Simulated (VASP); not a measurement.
# TaN (P6_3/mmc) in VASP: notebook, part 3 of 3

VASP 6.6.1.

**5. Electric field gradients, PBE (equal xx and yy strain of +1 %)**

Contents of INCAR:

```
PREC = Accurate
ENCUT = 520
EDIFF = 1E-8
ISMEAR = -1
SIGMA = 0.01
LREAL = False
LASPH = True
NELM = 60
ALGO = Normal
ISIF = 2
LWAVE = False
LCHARG = False
GGA = PE
LEFG = True
NBANDS = 24
```

Contents of KPOINTS:

```
regular mesh
0
Gamma
  9 9 5
```

Contents of POSCAR:

```
TaN
1.0
    3.0784819984      0.0000000000      0.0000000000
   -1.5392409992      2.6660436156      0.0000000000
    0.0000000000      0.0000000000      4.9180000000
Ta N
2 2
Direct
    0.0000000000      0.0000000000      0.0000000000
    0.0000000000      0.0000000000      0.5000000000
    0.3333333333      0.6666666667      0.2500000000
    0.6666666667      0.3333333333      0.7500000000
```

Potentials or basis: VASP PAW PBE potentials, release 64 (Ta_pv, N).

Command:

```
> cat potpaw_PBE.64/Ta_pv/POTCAR potpaw_PBE.64/N/POTCAR > POTCAR
> mpirun -np 1 vasp_std > vasp.out
```

OUTCAR:

```text
PREC = Accurate
   ENCUT = 520
   EDIFF = 1E-8
   ISMEAR = -1
   LREAL = False
   LASPH = True
   NELM = 60
   ISIF = 2
   GGA = PE

 ion  position               nearest neighbor table
   1  0.000  0.000  0.000-   3 2.16   4 2.16   3 2.16   4 2.16   4 2.16   3 2.16   2 2.46   2 2.46

   2  0.000  0.000  0.500-   3 2.16   4 2.16   3 2.16   4 2.16   4 2.16   3 2.16   1 2.46   1 2.46

   3  0.333  0.667  0.250-   1 2.16   2 2.16   1 2.16   2 2.16   1 2.16   2 2.16
   4  0.667  0.333  0.750-   1 2.16   2 2.16   1 2.16   2 2.16   1 2.16   2 2.16

  LATTYP: Found a hexagonal cell.
 ALAT       =     3.0784819984
 C/A-ratio  =     1.5975406069

  Lattice vectors:

 A1 = (   3.0784819984,   0.0000000000,   0.0000000000)
 A2 = (  -1.5392409992,   2.6660436156,   0.0000000000)
 A3 = (   0.0000000000,   0.0000000000,   4.9180000000)

Analysis of symmetry for initial positions (statically):
=====================================================================
 Subroutine PRICEL returns:
 Original cell was already a primitive cell.

 Routine SETGRP: Setting up the symmetry group for a
 hexagonal supercell.

 Subroutine GETGRP returns: Found 24 space group operations
 (whereof 12 operations were pure point group operations)
 out of a pool of 24 trial point group operations.

The static configuration has the point symmetry D_3d.
 The point group associated with its full space group is D_6h.

Analysis of symmetry for dynamics (positions and initial velocities):
=====================================================================
 Subroutine PRICEL returns:
 Original cell was already a primitive cell.

 Routine SETGRP: Setting up the symmetry group for a
 hexagonal supercell.

 Subroutine GETGRP returns: Found 24 space group operations
 (whereof 12 operations were pure point group operations)
 out of a pool of 24 trial point group operations.

The dynamic configuration has the point symmetry D_3d.
 The point group associated with its full space group is D_6h.

 Subroutine INISYM returns: Found 24 space group operations
 (whereof 12 operations are pure point group operations),
 and found     1 'primitive' translations

----------------------------------------------------------------------------------------

                                     Primitive cell

  volume of cell :      40.3638

  direct lattice vectors                    reciprocal lattice vectors
     3.078481998  0.000000000  0.000000000     0.324835422  0.187543819  0.000000000
    -1.539240999  2.666043616  0.000000000     0.000000000  0.375087637  0.000000000
     0.000000000  0.000000000  4.918000000     0.000000000  0.000000000  0.203334689

  length of vectors
     3.078481998  3.078481998  4.918000000     0.375087637  0.375087637  0.203334689

  position of ions in fractional coordinates (direct lattice)
     0.000000000  0.000000000  0.000000000
     0.000000000  0.000000000  0.500000000
     0.333333333  0.666666667  0.250000000
[... 93 lines left out ...]
   EMIN   =  10.00;   EMAX   =-10.00  energy-range for DOS
   EFERMI =   0.00;   METHOD = LEGACY
   ISMEAR =    -1;   SIGMA  =   0.01  broadening in eV -4-tet -1-fermi 0-gaus
   EFERMI_NEDOS =   21; number of points for ismear=-14 and -15
   IALGO  =     38    algorithm
   IMIX   =      4    mixing-type and parameters
     AMIX     =   0.40;   BMIX     =  1.00
     AMIX_MAG =   1.60;   BMIX_MAG =  1.00
  volume/ion in A,a.u.               =      10.09        68.10
  Fermi-wavevector in a.u.,A,eV,Ry     =   1.515168  2.863252 31.235344  2.295733
  Thomas-Fermi vector in A             =   2.624728
   LORBIT       =      0    0 simple, 1 ext, 2 COOP (PROOUT), +10 PAW based schemes
   GGA     = PE    functional components
   LHFCALC =     F    Hartree Fock is set to
   AEXX    =    0.0000 exact exchange contribution
   IVDW    =     0    specifies the selected vdW correction
   LEPSILON=     F    determine dielectric tensor
   LRPA    =     F    only Hartree local field effects (RPA)
 non-spin polarized calculation
  energy-cutoff  :      520.00
  volume of cell :       40.36
 maximum number of plane-waves:      1096
 NGX is ok and might be reduce to    24
   NGX = 11   NGY = 11   NGZ = 19

 number of electron      32.0000003 magnetization

 Free energy of the ion-electron system (eV)
  ---------------------------------------------------
  ext. energy  EPLUGINS =         0.00000000
  ---------------------------------------------------
  free energy    TOTEN  =       -41.43300751 eV

  energy without entropy =      -41.43126673  energy(sigma->0) =      -41.43213712

 E-fermi :   9.6751     XC(G=0): -13.6293

 val. band max:        9.6584980994   @ k =   0.3333  -0.0000   0.2000
 cond. band min:       9.6838115520   @ k =   0.2222   0.2222   0.4000
 fundamental gap:      0.0253134525
 Fermi energy:         9.6751208365

 k-point     1 :       0.0000    0.0000    0.0000
  band No.  band energies     occupation
      1     -27.4824      2.00000
      2     -25.7142      2.00000
      3     -25.7142      2.00000
      4     -25.3409      2.00000
      5     -25.3409      2.00000
      6     -24.4760      2.00000
[... 637 lines left out ...]
     23      16.8258      0.00000
     24      16.8258      0.00000

 [... further k-points ...]

------------------------ aborting loop because EDIFF is reached ----------------------------------------

  FORCE on cell =-STRESS in cart. coord.  units (eV):
  Direction    XX          YY          ZZ          XY          YZ          ZX
  --------------------------------------------------------------------------------------
  -------------------------------------------------------------------------------------
  Total        6.1647310      6.1647310     26.8346238      0.0000000      0.0000000      0.0000000
  in kB      244.6990728    244.6990728   1065.1571856      0.0000000      0.0000000      0.0000000
  external PRESSURE =     518.1851104 kB  Pullay stress =       0.0000000 kB

 VOLUME and BASIS-vectors are now :
 -----------------------------------------------------------------------------
  energy-cutoff  :      520.00
  volume of cell :       40.36
      direct lattice vectors                 reciprocal lattice vectors
     3.078481998  0.000000000  0.000000000     0.324835422  0.187543819  0.000000000
    -1.539240999  2.666043616  0.000000000     0.000000000  0.375087637  0.000000000
     0.000000000  0.000000000  4.918000000     0.000000000  0.000000000  0.203334689

 POSITION                                       TOTAL-FORCE (eV/Angst)
 -----------------------------------------------------------------------------------
      0.00000      0.00000      0.00000        -0.000000      0.000000      0.000000
      0.00000      0.00000      2.45900        -0.000000      0.000000      0.000000
     -0.00000      1.77736      1.22950        -0.000000      0.000000      0.000000
      1.53924      0.88868      3.68850         0.000000     -0.000000     -0.000000
 -----------------------------------------------------------------------------------
    total drift:                               -0.000000      0.000000      0.000000

  FREE ENERGIE OF THE ION-ELECTRON SYSTEM (eV)
  ---------------------------------------------------
  free  energy   TOTEN  =       -41.4330075066 eV

  energy  without entropy=      -41.4312667334  energy(sigma->0) =      -41.43213712

 Electric field gradients (V/A^2)
---------------------------------------------------------------------
 ion       V_xx      V_yy      V_zz      V_xy      V_xz      V_yz
---------------------------------------------------------------------
   1      86.094    86.094  -172.188    -0.000    -0.000     0.000
   2      86.094    86.094  -172.188    -0.000     0.000    -0.000
   3      -3.002    -3.001     6.003     0.000     0.000     0.000
   4      -3.002    -3.001     6.003     0.000     0.000     0.000
---------------------------------------------------------------------

 Electric field gradients after diagonalization (V/A^2)
 (convention: |V_zz| > |V_xx| > |V_yy|)
----------------------------------------------------------------------
 ion       V_xx      V_yy      V_zz     asymmetry (V_yy - V_xx)/ V_zz
----------------------------------------------------------------------
   1      86.094    86.093  -172.188       0.000
   2      86.094    86.093  -172.188       0.000
   3      -3.002    -3.001     6.003       0.000
   4      -3.002    -3.001     6.003       0.000
----------------------------------------------------------------------

           NMR quadrupolar parameters

 Cq : quadrupolar parameter    Cq=e*Q*V_zz/h
 eta: asymmetry parameters     (V_yy - V_xx)/ V_zz
 Q  : nuclear electric quadrupole moment in mb (millibarn)
----------------------------------------------------------------------
 ion       Cq(MHz)       eta       Q (mb)
----------------------------------------------------------------------
   1      -0.416       0.000       1.000
   2      -0.416       0.000       1.000
   3       0.015       0.000       1.000
   4       0.015       0.000       1.000
----------------------------------------------------------------------
```

It took 19 s on 1 thread of Intel Xeon Platinum 8488C (Sapphire Rapids), shared host; peak memory 0.17 GiB.

What came out:

```
Free energy            : -41.4330 eV
Pressure               : 51.8 GPa
Band gap on the k mesh : zero (band 16 reaches 10.30 eV, above the bottom of band 17 at 7.79 eV)
```

Electric field gradients, principal values (V/Å²):
```tsv
atom	least	middle	greatest (by size)
1 Ta	86.093	86.094	-172.188
2 Ta	86.093	86.094	-172.188
3 N	-3.001	-3.002	6.003
4 N	-3.001	-3.002	6.003
```

Caveat: the cell differs from its parent crystal (equal xx and yy strain of +1 %); without QUAD_EFG the Cq values of the log hold for a quadrupole moment of 1 mb, not for the nuclei; spin-orbit coupling is left out, which moves the levels of the heavy elements.

**6. Summary**

```tsv
cell	gap on the mesh (eV)	pressure (GPa)
a = 3.088, b = 3.088, c = 4.983 Å, angles 90.0, 90.0, 120.0°, 4 atoms	none	41.2
a = 3.048, b = 3.048, c = 5.066 Å, angles 90.0, 90.0, 120.0°, 4 atoms	none	42.3
a = 3.078, b = 3.078, c = 4.918 Å, angles 90.0, 90.0, 120.0°, 4 atoms	none	51.8
```

Alike in all rows: task electric field gradients; level PBE; potentials or basis VASP PAW PBE potentials, release 64 (Ta_pv, N); no spin polarisation; k mesh 9 × 9 × 5; cutoff (eV) 520; smearing fermi-dirac 0.01 eV.

Caveats: spin-orbit coupling is left out, which moves the levels of the heavy elements.

Total energies depend on the potentials used, so only differences within one code and one set of settings carry meaning.
